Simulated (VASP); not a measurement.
Here is a VASP 6.6.1 calculation.

File INCAR:

```
PREC = Accurate
ENCUT = 520
EDIFF = 1E-6
ISMEAR = 0
SIGMA = 0.05
LREAL = False
LASPH = True
NELM = 60
ALGO = Normal
ISIF = 2
LWAVE = False
LCHARG = False
GGA = CA
NBANDS = 25
```

File KPOINTS:

```
regular mesh
0
Gamma
  6 6 10
```

The input POSCAR:

```
SiO2
1.0
    4.0065996114      0.0000000000      0.0000000000
    0.0000000000      4.0065996114      0.0000000000
    0.0000000000      0.0000000000      2.8623147624
Si O
2 4
Direct
    0.5000000000      0.5000000000      0.5000000000
    0.0000000000      0.0000000000      0.0000000000
    0.6944252994      0.6944252994      0.0000000000
    0.1944252994      0.8055747006      0.5000000000
    0.3055747006      0.3055747006      0.0000000000
    0.8055747006      0.1944252994      0.5000000000
```

Potentials or basis: VASP PAW LDA potentials, release 64 (Si, O).

Launch:

```sh
$ cat potpaw_LDA.64/Si/POTCAR potpaw_LDA.64/O/POTCAR > POTCAR
$ mpirun -np 1 vasp_std > vasp.out
```

Problem. What does it give for the band gap on the k mesh?

Solution. 5.11 eV, direct.

Problem. Predict the pressure.

Solution. -1.1 GPa.

Problem. Estimate the largest force.

Solution. 0.508 eV/Å.

Stress tensor (GPa, compression positive):
```
 14.16   0.00   0.00
  0.00  14.16   0.00
  0.00   0.00 -31.70
```

 A k mesh can miss the band edges.
